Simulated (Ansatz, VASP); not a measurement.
Mg: VASP beside Ansatz

```
Mg
1.0
     3.20927    0.00000    0.00000
    -1.60464    2.77931    0.00000
     0.00000    0.00000    5.21033
Mg
2
Direct
  0.33333 0.66667 0.25000
  0.72899 0.33333 0.75000
```

Alike in both runs: task single point; functional PBE; k mesh 12 × 12 × 7; occupations gaussian, width 0.15 eV; no spin polarisation.

```csv
,VASP,Ansatz
version,VASP 6.6.1,Ansatz 0.2.0
potentials or method,"VASP PAW PBE potentials, release 64 (Mg), cutoff 520 eV","all-electron LAPW, scalar-relativistic"
```

|  | VASP | Ansatz | Ansatz less VASP |
| --- | --- | --- | --- |
| gap on the k mesh at the Fermi level (eV) | none | none | - |
| pressure (GPa) | -0.5 | -0.4 | +0.11 |
| traceless stress, the component that is largest in VASP (GPa) | 0.50 | 0.50 | +0.001 |
| rms of the force components (eV/Å) | 0.078 | 0.078 | -0.0002 |

Atom by atom the forces differ by 0.000 eV/Å (rms over components). A gap of «none» marks a metal or a gap that the smearing closes. Ansatz ran all-electron here, and VASP with PAW potentials.
